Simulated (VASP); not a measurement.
Here is a VASP 6.6.1 calculation.

INCAR

```
PREC = Accurate ; ENCUT = 520
EDIFF = 1E-6 ; ISMEAR = -1
SIGMA = 0.03 ; LREAL = F
LASPH = T ; NELM = 80
ALGO = Normal ; ISIF = 2
LWAVE = F ; LCHARG = F
NBANDS = 16
```

Contents of KPOINTS:

```
Automatic mesh
0
Gamma
  7 7 7
```

File POSCAR:

```
YSe
1.0
    0.0000000000      2.8361438855      2.8361438855
    2.8361438855      0.0000000000      2.8361438855
    2.8361438855      2.8361438855      0.0000000000
Y Se
1 1
Direct
    0.0000000000      0.0000000000      0.0000000000
    0.5000000000      0.5000000000      0.5000000000
```

Potentials or basis: VASP PAW LDA potentials, release 64 (Y_sv, Se).

The run is started by

```bash
$ cat potpaw_LDA.64/Y_sv/POTCAR potpaw_LDA.64/Se/POTCAR > POTCAR
$ mpirun -np 1 vasp_std > vasp.out
```

Estimate the pressure.

-1.2 GPa.
